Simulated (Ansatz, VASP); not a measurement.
This is a calculation of SiC for VASP 6.6.1.

Contents of POSCAR:

```
SiC
1.0
    3.0760000000      0.0000000000      0.0000000000
   -1.5380000000      2.6638941420      0.0000000000
    0.0000000000      0.0000000000      5.0480000000
Si C
2 2
Direct
    0.6666666667      0.3333333333      0.5000000000
    0.3333333333      0.6666666667      0.0000000000
    0.6666666667      0.3333333333      0.8850000000
    0.3333333333      0.6666666667      0.3850000000
```

INCAR.step1

```
SYSTEM = SiC
PREC     = Accurate       ! precision mode
ENCUT    = 520            ! plane-wave cutoff, eV
EDIFF    = 1E-5           ! SCF threshold, eV
ISMEAR   = -1             ! smearing method
SIGMA    = 0.05           ! smearing width, eV
LREAL    = .False.        ! projectors in reciprocal space
LASPH    = .True.         ! aspherical terms in the spheres
NELM     = 60             ! most SCF steps
ALGO     = Normal         ! electronic algorithm
ISIF     = 2              ! what is computed and relaxed
LWAVE    = .True.         ! write WAVECAR
GGA      = PE             ! functional
NBANDS   = 16             ! bands
```

Contents of INCAR.step2:

```
SYSTEM = SiC
PREC     = Accurate       ! precision mode
ENCUT    = 520            ! plane-wave cutoff, eV
EDIFF    = 1E-6           ! SCF threshold, eV
ISMEAR   = -1             ! smearing method
SIGMA    = 0.05           ! smearing width, eV
LREAL    = .False.        ! projectors in reciprocal space
LASPH    = .True.         ! aspherical terms in the spheres
NELM     = 60             ! most SCF steps
ALGO     = Normal         ! electronic algorithm
ISIF     = 2              ! what is computed and relaxed
LWAVE    = .False.        ! write WAVECAR
LCHARG   = .True.         ! write CHGCAR
GGA      = PE             ! functional
LHFCALC  = .True.         ! exact exchange
AEXX     = 0.25           ! exact-exchange fraction
HFSCREEN = 0.2078699      ! screening, 1/A
PRECFOCK = Normal       
LELF     = .True.         ! ELF
LVHAR    = .True.       
ISTART   = 1            
NBANDS   = 16             ! bands
```

Contents of KPOINTS:

```
Automatic mesh
0
Gamma
  6 6 3
  0 0 0
```

Potentials or basis: VASP PAW PBE potentials, release 64 (Si, C).

Run with:

```bash
$ cat potpaw_PBE.64/Si/POTCAR potpaw_PBE.64/C/POTCAR > POTCAR
$ cp INCAR.step1 INCAR
$ mpirun -np 1 vasp_std > vasp.out
$ cp INCAR.step2 INCAR
$ mpirun -np 1 vasp_std > vasp.out
```

**Question.** Set up the same calculation for Ansatz 0.2.0. Potentials there: Ansatz PAW.

**Answer.** As run (the cutoff follows the program's own potentials):

File input.yaml:

```yaml
crystal:
  lattice:
    - [3.076, 0.0, 0.0]
    - [-1.538, 2.663894142, 0.0]
    - [0.0, 0.0, 5.048]
  atoms:
    - { symbol: Si, position: [0.6666666667, 0.3333333333, 0.5] }
    - { symbol: Si, position: [0.3333333333, 0.6666666667, 0.0] }
    - { symbol: C, position: [0.6666666667, 0.3333333333, 0.885] }
    - { symbol: C, position: [0.3333333333, 0.6666666667, 0.385] }
hamiltonian:
  xc:
    exchange: pbe
    correlation: pbe
    exx: { coeff: 0.25, omega: 0.2078699 }
  pseudopotentials: { kind: paw }
kpoints:
  mp_grid: { grid: [6, 6, 3] }
scf:
  occupations: { method: fermi_dirac, width: 0.05 }
output:
  forces: true
  stress: true
  eigenvalues: true
```

Potentials or basis: Ansatz PAW.

The run is started by

```bash
$ ansatz run input.yaml --threads 1 --pin off --max-ram 3584MiB --backend cpu --events-out ev --progress --plain --runs-dir out
```

Both were run:

|  | VASP | Ansatz | Ansatz less VASP |
| --- | --- | --- | --- |
| gap on the k mesh at the Fermi level (eV) | 3.19 | 3.18 | -0.004 |
| least direct gap on the mesh (eV) | 5.19 | 5.18 | -0.004 |
| pressure (GPa) | -1.4 | -1.0 | +0.38 |
| traceless stress, the component that is largest in VASP (GPa) | -3.17 | -3.25 | -0.079 |
| rms of the force components (eV/Å) | 0.445 | 0.445 | -0.0002 |

VASP's potentials were made for PBE, not for PBE-based screened hybrid. Atom by atom the forces differ by 0.000 eV/Å (rms over components).

Noted on Ansatz's run: odd divisions of the mesh miss points on the zone boundary, where band edges often lie, so the gap on the mesh can be too wide.
